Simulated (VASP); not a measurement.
# SnSe2 (P-3m1) in VASP: notebook

Runs on SnSe2. Level: PBE+D3(BJ). Tasks: single point.

Everything below comes from runs of VASP 6.6.1. Logs are shortened: lines on timing, memory, paths and dates and some standing lists are left out, and cuts for length are marked.

## 1. The cell of the first run

Symmetry: P-3m1, No. 164, trigonal system. Conventional cell: a = 3.744 Å, b = 3.744 Å, c = 5.361 Å, α = 90.00°, β = 90.00°, γ = 120.00°. Within 3.4 Å of Sn (site symmetry -3m) lie 6 Se at 2.59 Å. Se (site symmetry 3m) has 3 Sn at 2.59 Å and 3 Se at 3.32 Å within 3.4 Å.

## 2. Single point, PBE+D3(BJ)

INCAR reads:

```
SYSTEM = SnSe2
PREC = Accurate ; ENCUT = 500
EDIFF = 1E-6 ; ISMEAR = 0
SIGMA = 0.03 ; LREAL = .FALSE.
LASPH = .TRUE. ; NELM = 120
ALGO = Normal ; ISIF = 2
LWAVE = .FALSE. ; LCHARG = .FALSE.
GGA = PE ; IVDW = 12
NBANDS = 20 ; GGA_COMPAT = .FALSE.
```

KPOINTS reads:

```
regular mesh
0
G
  12 12 6
  0 0 0
```

POSCAR reads:

```
SnSe2
1.0
    3.7440000000      0.0000000000      0.0000000000
   -1.8720000000      3.2423991118      0.0000000000
    0.0000000000      0.0000000000      5.3608000000
Sn Se
1 2
Direct
    0.0000000000      0.0000000000      0.0000000000
    0.3333333333      0.6666666667      0.2651331237
    0.6666666667      0.3333333333      0.7348668763
```

Potentials or basis: VASP PAW PBE potentials, release 64 (Sn_d, Se).

On the command line:

```bash
> cat potpaw_PBE.64/Sn_d/POTCAR potpaw_PBE.64/Se/POTCAR > POTCAR
> mpirun -np 1 vasp_std > vasp.out
```

OUTCAR:

```text
SYSTEM = SnSe2
   PREC = Accurate
   ENCUT = 500
   EDIFF = 1E-6
   ISMEAR = 0
   LREAL = .FALSE.
   LASPH = .TRUE.
   NELM = 120
   ISIF = 2
   GGA = PE
   IVDW = 12
 IVDW          = 12

 ion  position               nearest neighbor table
   1  0.000  0.000  0.000-   2 2.59   3 2.59   3 2.59   2 2.59   3 2.59   2 2.59
   2  0.333  0.667  0.265-   1 2.59   1 2.59   1 2.59
   3  0.667  0.333  0.735-   1 2.59   1 2.59   1 2.59

  LATTYP: Found a hexagonal cell.
 ALAT       =     3.7440000000
 C/A-ratio  =     1.4318376068

  Lattice vectors:

 A1 = (   3.7440000000,   0.0000000000,   0.0000000000)
 A2 = (  -1.8720000000,   3.2423991118,   0.0000000000)
 A3 = (   0.0000000000,   0.0000000000,   5.3608000000)

Analysis of symmetry for initial positions (statically):
=====================================================================
 Subroutine PRICEL returns:
 Original cell was already a primitive cell.

 Routine SETGRP: Setting up the symmetry group for a
 hexagonal supercell.

 Subroutine GETGRP returns: Found 12 space group operations
 (whereof 12 operations were pure point group operations)
 out of a pool of 24 trial point group operations.

The static configuration has the point symmetry D_3d.

Analysis of symmetry for dynamics (positions and initial velocities):
=====================================================================
 Subroutine PRICEL returns:
 Original cell was already a primitive cell.

 Routine SETGRP: Setting up the symmetry group for a
 hexagonal supercell.

 Subroutine GETGRP returns: Found 12 space group operations
 (whereof 12 operations were pure point group operations)
 out of a pool of 24 trial point group operations.

The dynamic configuration has the point symmetry D_3d.

 Subroutine INISYM returns: Found 12 space group operations
 (whereof 12 operations are pure point group operations),
 and found     1 'primitive' translations

----------------------------------------------------------------------------------------

                                     Primitive cell

  volume of cell :      65.0777

  direct lattice vectors                    reciprocal lattice vectors
     3.744000000  0.000000000  0.000000000     0.267094017  0.154206803  0.000000000
    -1.872000000  3.242399112  0.000000000     0.000000000  0.308413605  0.000000000
     0.000000000  0.000000000  5.360800000     0.000000000  0.000000000  0.186539322

  length of vectors
[... 83 lines left out ...]
   NELM   =    120;   NELMIN=  2; NELMDL= -5     # of ELM steps
   EDIFF  = 0.1E-05   stopping-criterion for ELM
   LREAL  =      F    real-space projection
   EDIFFG = 0.1E-04   stopping-criterion for IOM
   NSW    =      0    number of steps for IOM
   IBRION =     -1    ionic relax: 0-MD 1-quasi-New 2-CG
   NFREE  =      0    steps in history (QN), initial steepest desc. (CG)
   ISIF   =      2    stress and relaxation
   ISYM   =      2    0-nonsym 1-usesym 2-fastsym
   POTIM  = 0.5000    time-step for ionic-motion
   TEBEG  =    0.0;   TEEND  =   0.0 temperature during run
   PSTRESS=    0.0 pullay stress
   NELECT =      26.0000    total number of electrons
   NUPDOWN=      -1.0000    fix difference up-down
   EMIN   =  10.00;   EMAX   =-10.00  energy-range for DOS
   EFERMI =   0.00;   METHOD = LEGACY
   ISMEAR =     0;   SIGMA  =   0.03  broadening in eV -4-tet -1-fermi 0-gaus
   EFERMI_NEDOS =   21; number of points for ismear=-14 and -15
   IALGO  =     38    algorithm
   IMIX   =      4    mixing-type and parameters
     AMIX     =   0.40;   BMIX     =  1.00
     AMIX_MAG =   1.60;   BMIX_MAG =  1.00
  volume/ion in A,a.u.               =      21.69       146.39
  Fermi-wavevector in a.u.,A,eV,Ry     =   1.205745  2.278527 19.780421  1.453820
  Thomas-Fermi vector in A             =   2.341432
   LORBIT       =      0    0 simple, 1 ext, 2 COOP (PROOUT), +10 PAW based schemes
   GGA     = PE    functional components
   LHFCALC =     F    Hartree Fock is set to
   AEXX    =    0.0000 exact exchange contribution
   IVDW    =    12    specifies the selected vdW correction
   LEPSILON=     F    determine dielectric tensor
   LRPA    =     F    only Hartree local field effects (RPA)
 non-spin polarized calculation
 Gauss-broadening in eV      SIGMA  =   0.03
  energy-cutoff  :      500.00
  volume of cell :       65.08
 maximum number of plane-waves:      1670
   NGX = 13   NGY = 13   NGZ = 19

 number of electron      25.9999993 magnetization

 Free energy of the ion-electron system (eV)
  ---------------------------------------------------
  ext. energy  EPLUGINS =         0.00000000
  ---------------------------------------------------
  free energy    TOTEN  =       -11.02289390 eV

  energy without entropy =      -11.02282417  energy(sigma->0) =      -11.02285903

 E-fermi :   7.0220     XC(G=0): -10.3360

 val. band max:        7.0070727832   @ k =   0.0000   0.0000   0.0000
 cond. band min:       7.0541646741   @ k =   0.0000   0.4167   0.3333
 fundamental gap:      0.0470918909
 Fermi energy:         7.0220312352

 k-point     1 :       0.0000    0.0000    0.0000
  band No.  band energies     occupation
      1     -15.2755      2.00000
      2     -15.2755      2.00000
      3     -15.2209      2.00000
      4     -15.1922      2.00000
      5     -15.1922      2.00000
      6      -8.8392      2.00000
[... 541 lines left out ...]
     19      14.3167      0.00000
     20      14.6079      0.00000

 [... further k-points ...]

------------------------ aborting loop because EDIFF is reached ----------------------------------------

 Edisp (eV)   -1.29492

 E8    (eV) :    -0.5666

  FORCE on cell =-STRESS in cart. coord.  units (eV):
  Direction    XX          YY          ZZ          XY          YZ          ZX
  --------------------------------------------------------------------------------------
  -------------------------------------------------------------------------------------
  Total       6.04265     6.04265     7.85501    -0.00000     0.00000     0.00000
  in kB     148.76678   148.76678   193.38607    -0.00000     0.00000     0.00000
  external pressure =      163.64 kB  Pullay stress =        0.00 kB

 VOLUME and BASIS-vectors are now :
 -----------------------------------------------------------------------------
  energy-cutoff  :      500.00
  volume of cell :       65.08
      direct lattice vectors                 reciprocal lattice vectors
     3.744000000  0.000000000  0.000000000     0.267094017  0.154206803  0.000000000
    -1.872000000  3.242399112  0.000000000     0.000000000  0.308413605  0.000000000
     0.000000000  0.000000000  5.360800000     0.000000000  0.000000000  0.186539322

 POSITION                                       TOTAL-FORCE (eV/Angst)
 -----------------------------------------------------------------------------------
      0.00000      0.00000      0.00000         0.000000      0.000000      0.000000
     -0.00000      2.16160      1.42133         0.000000     -0.000000      2.035820
      1.87200      1.08080      3.93947        -0.000000      0.000000     -2.035820
 -----------------------------------------------------------------------------------
    total drift:                               -0.000000      0.000000      0.000000

  FREE ENERGIE OF THE ION-ELECTRON SYSTEM (eV)
  ---------------------------------------------------
  free  energy   TOTEN  =       -12.3178184688 eV

  energy  without entropy=      -12.3177487368  energy(sigma->0) =      -12.31778360
```

stdout:

```text
POSCAR found type information on POSCAR SnSe
 POSCAR found :  2 types and       3 ions
 scaLAPACK will be used
 LDA part: xc-table for (Slater+PW92), standard interpolation
 POSCAR, INCAR and KPOINTS ok, starting setup
 FFT: planning ... GRIDC
 FFT: planning ... GRID_SOFT
 FFT: planning ... GRID
 WAVECAR not read
 entering main loop
```

Run time: 53 s. Hardware: 1 thread of AMD EPYC 9R45 (Zen 5), shared host; peak memory 0.24 GiB.

What came out:

- Free energy: -12.3178 eV
- Pressure: 16.4 GPa
- Largest force: 2.036 eV/Å
- Band gap on the k mesh: 0.05 eV (least direct gap 0.48 eV)
- Dispersion energy per atom: -0.432 eV

Forces on the atoms (eV/Å):
```
Sn   0.000  0.000  0.000
Se   0.000  0.000  2.036
Se   0.000  0.000 -2.036
```

Caveat: the cell stands under pressure; semilocal functionals underestimate gaps, and a narrow one can read as zero; spin-orbit coupling is left out, which moves the levels of the heavy elements; forces of over 1 eV/Å act on the atoms, so gaps and moduli don't describe the material at rest. A k mesh can miss the band edges.

## 3. Single point, PBE+D3(BJ)

This run uses another cell than the first one, of 21.84 Å³/atom.

INCAR reads:

```
SYSTEM = SnSe2
PREC = Accurate
ENCUT = 500
EDIFF = 1E-6
ISMEAR = 0
SIGMA = 0.03
LREAL = .False.
LASPH = .True.
NELM = 120
ALGO = Normal
ISIF = 2
LWAVE = .False.
LCHARG = .False.
GGA = PE
IVDW = 12
NBANDS = 20
GGA_COMPAT = .False.
```

KPOINTS reads:

```
Automatic mesh
0
Gamma
  12 12 6
  0 0 0
```

POSCAR reads:

```
SnSe2
1.0
    3.6480000000      0.0000000000      0.0000000000
   -1.8240000000      3.1592606730      0.0000000000
    0.0000000000      0.0000000000      5.6854000000
Sn Se
1 2
Direct
    0.0000000000      0.0000000000      0.0000000000
    0.3333333333      0.6666666667      0.2651331237
    0.6666666667      0.3333333333      0.7348668763
```

Potentials or basis: VASP PAW PBE potentials, release 64 (Sn_d, Se).

On the command line:

```bash
> cat potpaw_PBE.64/Sn_d/POTCAR potpaw_PBE.64/Se/POTCAR > POTCAR
> mpirun -np 1 vasp_std > vasp.out
```

OUTCAR:

```text
SYSTEM = SnSe2
   PREC = Accurate
   ENCUT = 500
   EDIFF = 1E-6
   ISMEAR = 0
   LREAL = .False.
   LASPH = .True.
   NELM = 120
   ISIF = 2
   GGA = PE
   IVDW = 12
 IVDW          = 12

 ion  position               nearest neighbor table
   1  0.000  0.000  0.000-   2 2.59   3 2.59   2 2.59   3 2.59   3 2.59   2 2.59
   2  0.333  0.667  0.265-   1 2.59   1 2.59   1 2.59
   3  0.667  0.333  0.735-   1 2.59   1 2.59   1 2.59

  LATTYP: Found a hexagonal cell.
 ALAT       =     3.6480000000
 C/A-ratio  =     1.5584978070

  Lattice vectors:

 A1 = (   3.6480000000,   0.0000000000,   0.0000000000)
 A2 = (  -1.8240000000,   3.1592606730,   0.0000000000)
 A3 = (   0.0000000000,   0.0000000000,   5.6854000000)

Analysis of symmetry for initial positions (statically):
=====================================================================
 Subroutine PRICEL returns:
 Original cell was already a primitive cell.

 Routine SETGRP: Setting up the symmetry group for a
 hexagonal supercell.

 Subroutine GETGRP returns: Found 12 space group operations
 (whereof 12 operations were pure point group operations)
 out of a pool of 24 trial point group operations.

The static configuration has the point symmetry D_3d.

Analysis of symmetry for dynamics (positions and initial velocities):
=====================================================================
 Subroutine PRICEL returns:
 Original cell was already a primitive cell.

 Routine SETGRP: Setting up the symmetry group for a
 hexagonal supercell.

 Subroutine GETGRP returns: Found 12 space group operations
 (whereof 12 operations were pure point group operations)
 out of a pool of 24 trial point group operations.

The dynamic configuration has the point symmetry D_3d.

 Subroutine INISYM returns: Found 12 space group operations
 (whereof 12 operations are pure point group operations),
 and found     1 'primitive' translations

----------------------------------------------------------------------------------------

[... 113 lines left out ...]
     AMIX     =   0.40;   BMIX     =  1.00
     AMIX_MAG =   1.60;   BMIX_MAG =  1.00
  volume/ion in A,a.u.               =      21.84       147.39
  Fermi-wavevector in a.u.,A,eV,Ry     =   1.203000  2.273340 19.690463  1.447208
  Thomas-Fermi vector in A             =   2.338765
   LORBIT       =      0    0 simple, 1 ext, 2 COOP (PROOUT), +10 PAW based schemes
   GGA     = PE    functional components
   LHFCALC =     F    Hartree Fock is set to
   AEXX    =    0.0000 exact exchange contribution
   IVDW    =    12    specifies the selected vdW correction
   LEPSILON=     F    determine dielectric tensor
   LRPA    =     F    only Hartree local field effects (RPA)
 non-spin polarized calculation
 Gauss-broadening in eV      SIGMA  =   0.03
  energy-cutoff  :      500.00
  volume of cell :       65.52
 maximum number of plane-waves:      1701
 NGX is ok and might be reduce to    28
   NGX = 13   NGY = 13   NGZ = 21

 number of electron      26.0000013 magnetization

 Free energy of the ion-electron system (eV)
  ---------------------------------------------------
  ext. energy  EPLUGINS =         0.00000000
  ---------------------------------------------------
  free energy    TOTEN  =       -11.14213936 eV

  energy without entropy =      -11.14213936  energy(sigma->0) =      -11.14213936

 E-fermi :   6.5091     XC(G=0): -10.2985

 val. band max:        6.3856350002   @ k =   0.0833  -0.0000   0.0000
 cond. band min:       6.8389107882   @ k =   0.0000   0.4167   0.3333
 fundamental gap:      0.4532757880
 Fermi energy:         6.5090918774

 k-point     1 :       0.0000    0.0000    0.0000
  band No.  band energies     occupation
      1     -15.3658      2.00000
      2     -15.3658      2.00000
      3     -15.3021      2.00000
      4     -15.2781      2.00000
      5     -15.2781      2.00000
      6      -8.9258      2.00000
[... 541 lines left out ...]
     19      14.0123      0.00000
     20      14.9607      0.00000

 [... further k-points ...]

------------------------ aborting loop because EDIFF is reached ----------------------------------------

 Edisp (eV)   -1.28399

 E8    (eV) :    -0.5613

  FORCE on cell =-STRESS in cart. coord.  units (eV):
  Direction    XX          YY          ZZ          XY          YZ          ZX
  --------------------------------------------------------------------------------------
  -------------------------------------------------------------------------------------
  Total       6.27903     6.27903     6.49045     0.00000     0.00000    -0.00000
  in kB     153.53304   153.53304   158.70264     0.00000     0.00000    -0.00000
  external pressure =      155.26 kB  Pullay stress =        0.00 kB

 VOLUME and BASIS-vectors are now :
 -----------------------------------------------------------------------------
  energy-cutoff  :      500.00
  volume of cell :       65.52
      direct lattice vectors                 reciprocal lattice vectors
     3.648000000  0.000000000  0.000000000     0.274122807  0.158264876  0.000000000
    -1.824000000  3.159260673  0.000000000     0.000000000  0.316529753  0.000000000
     0.000000000  0.000000000  5.685400000     0.000000000  0.000000000  0.175889119

 POSITION                                       TOTAL-FORCE (eV/Angst)
 -----------------------------------------------------------------------------------
      0.00000      0.00000      0.00000        -0.000000      0.000000      0.000000
     -0.00000      2.10617      1.50739         0.000000     -0.000000      1.627684
      1.82400      1.05309      4.17801        -0.000000      0.000000     -1.627684
 -----------------------------------------------------------------------------------
    total drift:                               -0.000000      0.000000      0.000000

  FREE ENERGIE OF THE ION-ELECTRON SYSTEM (eV)
  ---------------------------------------------------
  free  energy   TOTEN  =       -12.4261311717 eV

  energy  without entropy=      -12.4261311717  energy(sigma->0) =      -12.42613117
```

stdout:

```text
POSCAR found type information on POSCAR SnSe
 POSCAR found :  2 types and       3 ions
 scaLAPACK will be used
 LDA part: xc-table for (Slater+PW92), standard interpolation
 POSCAR, INCAR and KPOINTS ok, starting setup
 FFT: planning ... GRIDC
 FFT: planning ... GRID_SOFT
 FFT: planning ... GRID
 WAVECAR not read
 entering main loop
```

Run time: 55 s. Hardware: 1 thread of AMD EPYC 9R45 (Zen 5), shared host; peak memory 0.24 GiB.

Results:

```
Free energy                : -12.4261 eV
Pressure                   : 15.5 GPa
Largest force              : 1.628 eV/Å
Band gap on the k mesh     : 0.45 eV (least direct gap 1.49 eV)
Dispersion energy per atom : -0.428 eV
```

Forces in eV/Å, atoms in the order of the input:
```
Sn   0.000  0.000  0.000
Se   0.000  0.000  1.628
Se   0.000  0.000 -1.628
```

Levels at points of the mesh, in eV from the valence-band top:
```tsv
k point	band 9	band 10	band 11	band 12	band 13	band 14	band 15	band 16	band 17	band 18
(0.00, 0.00, 0.00)	-1.01	-1.01	-0.78	-0.78	-0.04	1.44	2.81	4.69	4.69	8.14
(0.50, 0.00, 0.00)	-5.36	-4.06	-3.41	-2.21	-0.54	1.22	3.55	4.73	5.08	7.72
(0.00, 0.00, 0.50)	-3.18	-1.20	-1.20	-0.45	-0.45	2.90	3.08	4.17	4.17	7.51
(0.50, 0.00, 0.50)	-6.21	-3.07	-2.44	-1.48	-1.34	0.83	3.82	4.40	5.40	6.65
```

Caveat: the cell stands under pressure; semilocal functionals underestimate gaps, and a narrow one can read as zero; spin-orbit coupling is left out, which moves the levels of the heavy elements; forces of over 1 eV/Å act on the atoms, so gaps and moduli don't describe the material at rest. A k mesh can miss the band edges.
